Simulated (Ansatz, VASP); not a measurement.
# Two plane-wave programs on Mg

INCAR

```
SYSTEM = Mg
  ALGO = Normal
  EDIFF = 1E-6
  ENCUT = 520
  GGA = PE
  ISIF = 2
  ISMEAR = 0
  LASPH = .True.
  LCHARG = .False.
  LREAL = .False.
  LWAVE = .False.
  NBANDS = 9
  NELM = 80
  PREC = Accurate
  SIGMA = 0.15
```

The input KPOINTS:

```
k-points
0
Gamma
  18 18 10
  0 0 0
```

POSCAR

```
Mg
1.0
    3.3376423938      0.0000000000      0.0000000000
   -1.6688211969      2.8904831018      0.0000000000
    0.0000000000      0.0000000000      5.0019168000
Mg
2
Direct
    0.3333333333      0.6666666667      0.2500000000
    0.6666666667      0.3333333333      0.7500000000
```

Input for Ansatz:

```yaml
crystal:
  lattice:
    - [3.3376423938, 0.0, 0.0]
    - [-1.6688211969, 2.8904831018, 0.0]
    - [0.0, 0.0, 5.0019168]
  atoms:
    - { symbol: Mg, position: [0.3333333333, 0.6666666667, 0.25] }
    - { symbol: Mg, position: [0.6666666667, 0.3333333333, 0.75] }
basis:
  ecutwfc: 420
kpoints:
  mp_grid: { grid: [18, 18, 10] }
hamiltonian:
  xc: pbe
scf:
  occupations: { method: gaussian, width: 0.15 }
output:
  forces: true
  stress: true
  eigenvalues: true
```

Change from the starting cell: strain +0.040 along x and y, -0.040 along z, atoms carried along.

Alike in both runs: task single point; functional PBE; k mesh 18 × 18 × 10; occupations gaussian, width 0.15 eV; no spin polarisation.

```csv
,VASP,Ansatz
version,VASP 6.6.1,Ansatz 0.2.0
potentials or method,"VASP PAW PBE potentials, release 64 (Mg), cutoff 520 eV","scalar-relativistic, plane waves, PAW"
valence electrons in the cell,4,20
```

|  | VASP | Ansatz | Ansatz less VASP |
| --- | --- | --- | --- |
| gap on the k mesh at the Fermi level (eV) | none | none | - |
| pressure (GPa) | -1.5 | -1.4 | +0.12 |
| traceless stress, the component that is largest in VASP (GPa) | 2.20 | 2.20 | +0.003 |

A gap of «none» marks a metal or a gap that the smearing closes. With one functional, cell and mesh, what is left measures potentials, basis and numerics. VASP's potentials hold 4 valence electrons a cell and Ansatz's 20, so a difference there can come from the potentials and not from the codes.
